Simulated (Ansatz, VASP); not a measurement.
# Al6H: VASP beside Ansatz

File INCAR:

```
  PREC = Accurate
  ENCUT = 520
  EDIFF = 1E-7
  ISMEAR = 0
  SIGMA = 0.1
  LREAL = False
  LASPH = True
  NELM = 100
  ALGO = Normal
  ISIF = 2
  LWAVE = False
  LCHARG = False
  LDIPOL = True
  IDIPOL = 3
  DIPOL = 0.5 0.5 0.298
  GGA = PE
  NBANDS = 32
```

KPOINTS

```
regular mesh
0
Gamma
  6 6 1
```

POSCAR

```
Al6H
1.0
    5.7143028096      0.0000000000      0.0000000000
   -2.8571514048      4.9487313980      0.0000000000
    0.0000000000      0.0000000000     22.6016424636
Al H
12 2
Direct
    0.3333333333      0.1666666667      0.1769782885
    0.3333333333      0.6666666667      0.1769782885
    0.8333333333      0.1666666667      0.1769782885
    0.8333333333      0.6666666667      0.1769782885
    0.1666666667      0.3333333333      0.2787817904
    0.1666666667      0.8333333333      0.2787817904
    0.6666666667      0.3333333333      0.2787817904
    0.6666666667      0.8333333333      0.2787817904
    0.0000000000      0.0000000000      0.3805759903
    0.0000000000      0.5000000000      0.3805759903
    0.5000000000      0.0000000000      0.3805759903
    0.5000000000      0.5000000000      0.3805759903
    0.2121115019      0.4242230039      0.4146443109
    0.2878884981      0.5757769961      0.4146443109
```

Input for Ansatz:

```yaml
crystal:
  lattice:
    - [5.7143028096, 0.0, 0.0]
    - [-2.8571514048, 4.948731398, 0.0]
    - [0.0, 0.0, 22.6016424636]
  atoms:
    - { symbol: Al, position: [0.3333333333, 0.1666666667, 0.1769782885] }
    - { symbol: Al, position: [0.3333333333, 0.6666666667, 0.1769782885] }
    - { symbol: Al, position: [0.8333333333, 0.1666666667, 0.1769782885] }
    - { symbol: Al, position: [0.8333333333, 0.6666666667, 0.1769782885] }
    - { symbol: Al, position: [0.1666666667, 0.3333333333, 0.2787817904] }
    - { symbol: Al, position: [0.1666666667, 0.8333333333, 0.2787817904] }
    - { symbol: Al, position: [0.6666666667, 0.3333333333, 0.2787817904] }
    - { symbol: Al, position: [0.6666666667, 0.8333333333, 0.2787817904] }
    - { symbol: Al, position: [0.0, 0.0, 0.3805759903] }
    - { symbol: Al, position: [0.0, 0.5, 0.3805759903] }
    - { symbol: Al, position: [0.5, 0.0, 0.3805759903] }
    - { symbol: Al, position: [0.5, 0.5, 0.3805759903] }
    - { symbol: H, position: [0.2121115019, 0.4242230039, 0.4146443109] }
    - { symbol: H, position: [0.2878884981, 0.5757769961, 0.4146443109] }
basis:
  ecutwfc: 420
kpoints:
  mp_grid: { grid: [6, 6, 1] }
hamiltonian:
  xc: pbe
scf:
  occupations: { method: gaussian, width: 0.1 }
output:
  forces: true
  eigenvalues: true
efield:
  axis: 3
  dipole_correction: true
  ramp_width: 0.04
```

Alike in both runs: task single point; functional PBE; k mesh 6 × 6 × 1; occupations gaussian, width 0.1 eV; no spin polarisation.

```csv
,VASP,Ansatz
version,VASP 6.6.1,Ansatz 0.2.0
potentials or method,"VASP PAW PBE potentials, release 64 (Al, H), cutoff 520 eV","scalar-relativistic, plane waves, PAW"
valence electrons in the cell,38,38
```

|  | VASP | Ansatz | Ansatz less VASP |
| --- | --- | --- | --- |
| gap on the k mesh at the Fermi level (eV) | none | none | - |
| rms of the force components (eV/Å) | 1.308 | 1.310 | +0.0022 |

Atom by atom the forces differ by 0.003 eV/Å (rms over components). A gap of «none» marks a metal or a gap that the smearing closes. The functional is the same, so the differences come from potentials, cutoffs and numerics.
